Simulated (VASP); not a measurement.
Set up this calculation in VASP 6.6.1, as the native input.

```
Task                   : single point
Functional             : PBE
Potentials or basis    : VASP PAW PBE potentials, release 64 (In_d, P)
Cutoff                 : 520 eV
k mesh                 : 11 × 11 × 11
Occupations            : fermi-dirac, width 0.05 eV
Spin                   : no spin polarisation
Dipole correction      : no
Further INCAR settings : ALGO = Normal; EDIFF = 1e-06; NBANDS = 16
```

The structure of InP lies in POSCAR:

```
InP
1.0
    0.0000000000      2.8550000000      2.8550000000
    2.8550000000      0.0000000000      2.8550000000
    2.8550000000      2.8550000000      0.0000000000
In P
1 1
Direct
    0.0000000000      0.0000000000      0.0000000000
    0.5000000000      0.5000000000      0.5000000000
```

These files were run (other wordings do the same):

INCAR

```
SYSTEM = InP
PREC     = Accurate       ! precision mode
ENCUT    = 520            ! plane-wave cutoff, eV
EDIFF    = 1E-6           ! SCF threshold, eV
ISMEAR   = -1             ! smearing method
SIGMA    = 0.05           ! smearing width, eV
LREAL    = .False.        ! projectors in reciprocal space
LASPH    = .True.         ! aspherical terms in the spheres
NELM     = 60             ! most SCF steps
ALGO     = Normal         ! electronic algorithm
ISIF     = 2              ! what is computed and relaxed
LWAVE    = .False.        ! write WAVECAR
LCHARG   = .True.         ! write CHGCAR
GGA      = PE             ! functional
LELF     = .True.         ! ELF
LVHAR    = .True.       
NBANDS   = 16             ! bands
```

KPOINTS

```
regular mesh
0
Gamma
  11 11 11
  0 0 0
```

Potentials or basis: VASP PAW PBE potentials, release 64 (In_d, P).

Command:

```sh
$ cat potpaw_PBE.64/In_d/POTCAR potpaw_PBE.64/P/POTCAR > POTCAR
$ mpirun -np 1 vasp_std > vasp.out
```

Results of the run:

```json
{
  "Pressure": "-5.4 GPa",
  "Band gap on the k mesh": "zero (band 9 reaches 6.24 eV, above the bottom of band 10 at 3.95 eV)"
}
```

Caveat: spin-orbit coupling is left out, which moves the levels of the heavy elements.

Run time: 40 s on 1 thread of Intel(R) Xeon(R) 6975P-C (Granite Rapids), on a shared host, peak memory 0.19 GiB.
